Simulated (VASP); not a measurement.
**TiO: relaxation of cell and atoms with PBEsol**

The system is TiO.

```
Ti O
1.0
     4.98909    0.00000    0.00000
    -2.49454    4.32068    0.00000
     0.00000    0.00000    2.87331
Ti O
3 3
Direct
  0.66667 0.33333 0.50000
  0.33333 0.66667 0.50000
  0.00000 0.00000 0.00000
  0.60556 0.60556 0.00000
  0.39444 0.00000 0.00000
  0.00000 0.39444 0.00000
```

```yaml
Program: VASP 6.6.1
Task: relaxation of cell and atoms
Functional: PBEsol
Potentials_or_basis: VASP PAW PBE potentials, release 64 (Ti_sv, O)
Cutoff: 600 eV
k_mesh: 1 × 1 × 1
Occupations: gaussian, width 0.1 eV
Spin: no spin polarisation
Dipole_correction: no
Further_INCAR_settings: ALGO = Normal; EDIFF = 1e-07; IBRION = 2; EDIFFG = -0.01; NSW = 80; ISIF = 3
```

| Quantity | Value |
| --- | --- |
| Relaxed volume | 10.80 Å³/atom |
| Relaxed cell | a = 4.829 Å, b = 4.829 Å, c = 3.211 Å, α = 90.00°, β = 90.00°, γ = 120.00° |
| Space group after relaxing (to 0.05 Å) | P-62m (No. 189) |
| Energy gained by relaxing | 95.7 meV/atom |
| Ionic steps | 11 |
| Pressure after relaxing | 0.0 GPa |
| Band gap on the k mesh | 0.17 eV |

The path:
```tsv
step	energy change (eV)	largest force (eV/Å)	pressure (GPa)	volume (Å³)
1	0.0000	0.5302	13.12	61.94
2	-0.2155	1.0328	-12.79	69.72
3	-0.3126	0.8379	-4.92	66.69
4	-0.5147	0.2771	-2.05	65.59
5	-0.5451	0.2286	0.16	65.03
6	-0.5462	0.3513	0.69	64.92
7	-0.5712	0.1774	-0.39	65.13
8	-0.5719	0.1514	-0.53	65.16
9	-0.5719	0.1453	-0.55	65.17
10	-0.5740	0.0136	0.07	64.79
11	-0.5740	0.0012	0.03	64.83
```

Final structure:
```
CELL_PARAMETERS angstrom
4.82867 0.00000 0.00000
-2.41434 4.18175 0.00000
0.00000 0.00000 3.21063
ATOMIC_POSITIONS crystal
Ti 0.66667 0.33333 0.50000
Ti 0.33333 0.66667 0.50000
Ti 0.00000 0.00000 0.00000
O 0.61908 0.61908 0.00000
O 0.38092 0.00000 0.00000
O 0.00000 0.38092 0.00000
```

Levels at points of the mesh, in eV from the valence-band top:
| k point | band 25 | band 26 | band 27 | band 28 | band 29 | band 30 |
| --- | --- | --- | --- | --- | --- | --- |
| (0.00, 0.00, 0.00) | -3.42 | 0.00 | 0.00 | 0.17 | 0.17 | 0.44 |

Wall time 66 s on 1 thread of Intel(R) Xeon(R) Platinum 8488C (Sapphire Rapids), with other jobs on the host, peak memory 0.19 GiB.

Caveat: the k points lie up to 1.96 Å⁻¹ apart in the final cell; the PAW data sets were made with another functional, which shifts forces and pressure a little. A k mesh can miss the band edges.
